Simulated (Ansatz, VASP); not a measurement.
## HfBi3O in VASP and in Ansatz

File INCAR:

```
PREC = Accurate
ENCUT = 600
EDIFF = 1E-6
ISMEAR = 0
SIGMA = 0.1
LREAL = F
LASPH = T
NELM = 60
ALGO = Normal
ISIF = 3
LWAVE = F
LCHARG = F
GGA = PE
IBRION = 2
NSW = 90
EDIFFG = -0.04
```

File KPOINTS:

```
regular mesh
0
Gamma
  4 4 4
```

File POSCAR:

```
HfBi3O
1.0
    4.6314580800      0.0000000000      0.0000000000
    0.0000000000      4.6314580800      0.0000000000
    0.0000000000      0.0000000000      4.6525324500
Hf Bi O
1 3 1
Direct
    0.5000000000      0.5000000000      0.4900000100
    0.5000000000      0.5000000000      0.0190000000
    0.5000000000      0.0000000000      0.5170000200
    0.0000000000      0.5000000000      0.5170000200
    0.0000000000      0.0000000000      0.0000000000
```

Input for Ansatz:

```yaml
crystal:
  lattice:
    - [4.63145808, 0.0, 0.0]
    - [0.0, 4.63145808, 0.0]
    - [0.0, 0.0, 4.65253245]
  atoms:
    - { symbol: Hf, position: [0.5, 0.5, 0.49000001] }
    - { symbol: Bi, position: [0.5, 0.5, 0.019] }
    - { symbol: Bi, position: [0.5, 0.0, 0.51700002] }
    - { symbol: Bi, position: [0.0, 0.5, 0.51700002] }
    - { symbol: O, position: [0.0, 0.0, 0.0] }
basis:
  ecutwfc: 420
kpoints:
  mp_grid: { grid: [4, 4, 4] }
hamiltonian:
  xc: pbe
scf:
  occupations: { method: gaussian, width: 0.1 }
  lower_state_search: "off"
output:
  forces: true
  stress: true
  eigenvalues: true
relax:
  adjacent_minimum: "off"
  f_tol: 0.04
  max_steps: 70
  cell: { stress_tol: 0.4 }
```

Change from the starting cell: species swapped into the BaTiO3 type (P4mm, No. 99).

Alike in both runs: task relaxation of cell and atoms; functional PBE; k mesh 4 × 4 × 4; occupations gaussian, width 0.1 eV; no spin polarisation.

|  | VASP | Ansatz |
| --- | --- | --- |
| version | VASP 6.6.1 | Ansatz 0.2.0 |
| potentials or method | VASP PAW PBE potentials, release 64 (Hf_pv, Bi_d, O), cutoff 600 eV | scalar-relativistic, plane waves, PAW |
| valence electrons in the cell | 61 | 77 |

|  | VASP | Ansatz | Ansatz less VASP |
| --- | --- | --- | --- |
| gap on the k mesh at the Fermi level, each at its own relaxed structure (eV) | none | none | - |
| relaxed volume (Å³/atom) | 33.78 | 35.03 | +1.251 |
| relaxed cell length with the largest relative difference (Å) | 5.389 | 5.568 | +0.1789 |

A gap of «none» marks a metal or a gap that the smearing closes. VASP's potentials hold 61 valence electrons a cell and Ansatz's 77, so a difference there can come from the potentials and not from the codes.

Spin-orbit coupling is off throughout. Noted on VASP's run: the volume moved by over 15 % at a fixed basis, so the end points are rough.
